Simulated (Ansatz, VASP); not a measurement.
**Two plane-wave programs on MgCd3Se4**

```
CELL_PARAMETERS angstrom
4.14906 0.00000 0.00000
0.00000 4.14906 0.00000
0.00000 0.00000 11.73531
ATOMIC_POSITIONS crystal
Mg 0.00000 0.00000 0.00000
Cd 0.50000 0.50000 0.25000
Cd 0.00000 0.00000 0.50000
Cd 0.50000 0.50000 0.75000
Se 0.00000 0.00000 0.25000
Se 0.50000 0.50000 0.50000
Se 0.00000 0.00000 0.75000
Se 0.50000 0.50000 0.00000
```

Alike in both runs: task single point; functional PBE; k mesh 4 × 4 × 2; occupations gaussian, width 0.1 eV; no spin polarisation.

```csv
,VASP,Ansatz
version,VASP 6.6.1,Ansatz 0.2.0
potentials or method,"VASP PAW PBE potentials, release 64 (Mg, Cd, Se), cutoff 520 eV","scalar-relativistic, plane waves, PAW"
valence electrons in the cell,62,134
```

|  | VASP | Ansatz | Ansatz less VASP |
| --- | --- | --- | --- |
| gap on the k mesh at the Fermi level (eV) | none | none | - |
| pressure (GPa) | -4.2 | -4.4 | -0.16 |
| traceless stress, the component that is largest in VASP (GPa) | -0.33 | -0.33 | +0.007 |
| rms of the force components (eV/Å) | 0.053 | 0.047 | -0.0051 |

Atom by atom the forces differ by 0.005 eV/Å (rms over components). A gap of «none» marks a metal or a gap that the smearing closes. VASP's potentials hold 62 valence electrons a cell and Ansatz's 134, so a difference there can come from the potentials and not from the codes.

The k mesh is coarse, so the values compare programs but aren't converged.
